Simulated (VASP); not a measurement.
A run of VASP 6.6.1:

The input INCAR:

```
PREC = Accurate ; ENCUT = 520
EDIFF = 1E-6 ; ISMEAR = 0
SIGMA = 0.05 ; LREAL = False
LASPH = True ; NELM = 100
ALGO = Normal ; ISIF = 2
LWAVE = False ; LCHARG = False
GGA = PE ; NBANDS = 11
```

The input KPOINTS:

```
Automatic mesh
0
Gamma
  10 10 10
```

POSCAR

```
Si
1.0
    0.0000000000      2.7154700000      2.9870170000
    2.7154700000      0.0000000000      2.9870170000
    2.7154700000      2.7154700000      0.0000000000
Si
2
Direct
    0.5000000000      0.5000000000      0.5000000000
    0.7500000000      0.7500000000      0.7500000000
```

Potentials or basis: VASP PAW PBE potentials, release 64 (Si).

Run with:

```console
$ cat potpaw_PBE.64/Si/POTCAR > POTCAR
$ mpirun -np 1 vasp_std > vasp.out
```

Hardware: 1 thread of AMD EPYC 7R43 64-Core Processor (Zen 3), with other jobs on the host.

Q: Estimate the wall time of this run.

A: Run time: 53 s on 1 thread of AMD EPYC 7R43 64-Core Processor (Zen 3), with other jobs on the host, peak memory 0.14 GiB. Counts: scf iterations 12, k points 102.
